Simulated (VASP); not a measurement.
A run of VASP 6.6.1 is set up as follows.

INCAR

```
PREC = Accurate ; ENCUT = 520
EDIFF = 1E-6 ; ISMEAR = -1
SIGMA = 0.1 ; LREAL = F
LASPH = T ; NELM = 60
ALGO = Normal ; ISIF = 2
LWAVE = F ; LCHARG = F
GGA = PS ; NBANDS = 21
```

File KPOINTS:

```
Automatic mesh
0
Gamma
  15 15 15
```

File POSCAR:

```
Ge
1.0
    0.0000000000      2.0867562604      2.0867562604
    2.0867562604      0.0000000000      2.0867562604
    2.0867562604      2.0867562604      0.0000000000
Ge
2
Direct
   -0.1250000000     -0.1250000000     -0.1250000000
    0.1250000000      0.1250000000      0.1250000000
```

Potentials or basis: VASP PAW PBE potentials, release 64 (Ge_d).

Run with:

```console
$ cat potpaw_PBE.64/Ge_d/POTCAR > POTCAR
$ mpirun -np 1 vasp_std > vasp.out
```

(1) What does it give for the band gap on the k mesh?

(2) Estimate the pressure.

Answers

(1) zero (band 14 reaches 20.18 eV, above the bottom of band 15 at 17.75 eV).

(2) 504.3 GPa.

Caveat: the PAW data sets were made with another functional, which shifts forces and pressure a little.
